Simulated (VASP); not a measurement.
Write the native input for VASP 6.6.1 that does the following.

```yaml
Task: single point
Functional: HSE06
Potentials_or_basis: VASP PAW PBE potentials, release 64 (Ag)
Cutoff: 520 eV
k_mesh: 6 × 6 × 6
Occupations: fermi-dirac, width 0.05 eV
Spin: no spin polarisation
Dipole_correction: no
Grid_for_exact_exchange_PRECFOCK: Normal
Further_INCAR_settings: ALGO = Normal; EDIFF = 1e-06; NBANDS = 12
Screening_parameter: 0.2079 1/Å
```

Crystal: Ag.

```
CELL_PARAMETERS angstrom
0.00000 2.01514 2.01514
2.01514 0.00000 2.01514
2.01514 2.01514 0.00000
ATOMIC_POSITIONS crystal
Ag 0.00000 0.00000 0.00000
```

One way to write it, as run:

POSCAR

```
Ag
1.0
    0.0000000000      2.0151418859      2.0151418859
    2.0151418859      0.0000000000      2.0151418859
    2.0151418859      2.0151418859      0.0000000000
Ag
1
Direct
    0.0000000000      0.0000000000      0.0000000000
```

INCAR.step1

```
PREC     = Accurate       # precision mode
ENCUT    = 520            # plane-wave cutoff, eV
EDIFF    = 1E-5           # SCF threshold, eV
ISMEAR   = -1             # smearing method
SIGMA    = 0.05           # smearing width, eV
LREAL    = False          # projectors in reciprocal space
LASPH    = True           # aspherical terms in the spheres
NELM     = 80             # most SCF steps
ALGO     = Normal         # electronic algorithm
ISIF     = 2              # what is computed and relaxed
LWAVE    = True           # write WAVECAR
LCHARG   = False          # write CHGCAR
NBANDS   = 12             # bands
GGA      = PE             # functional
```

INCAR.step2

```
PREC     = Accurate       # precision mode
ENCUT    = 520            # plane-wave cutoff, eV
EDIFF    = 1E-6           # SCF threshold, eV
ISMEAR   = -1             # smearing method
SIGMA    = 0.05           # smearing width, eV
LREAL    = False          # projectors in reciprocal space
LASPH    = True           # aspherical terms in the spheres
NELM     = 80             # most SCF steps
ALGO     = Normal         # electronic algorithm
ISIF     = 2              # what is computed and relaxed
LWAVE    = False          # write WAVECAR
LCHARG   = False          # write CHGCAR
GGA      = PE             # functional
LHFCALC  = True           # exact exchange
HFSCREEN = 0.2079         # screening, 1/A
PRECFOCK = Normal       
NBANDS   = 12             # bands
ISTART   = 1
```

KPOINTS

```
Automatic mesh
0
Gamma
  6 6 6
```

Potentials or basis: VASP PAW PBE potentials, release 64 (Ag).

The run is started by

```console
$ cat potpaw_PBE.64/Ag/POTCAR > POTCAR
$ cp INCAR.step1 INCAR
$ mpirun -np 1 vasp_std > vasp.out
$ cp INCAR.step2 INCAR
$ mpirun -np 1 vasp_std > vasp.out
```

It gave:

* Pressure: 9.8 GPa

Caveat: the k points lie up to 0.45 Å⁻¹ apart; the PAW data sets were made with another functional, which shifts forces and pressure a little.

Wall time 6.4 min on 1 thread of AMD EPYC 7R13 Processor (Zen 3), with other jobs on the host, peak memory 0.21 GiB.
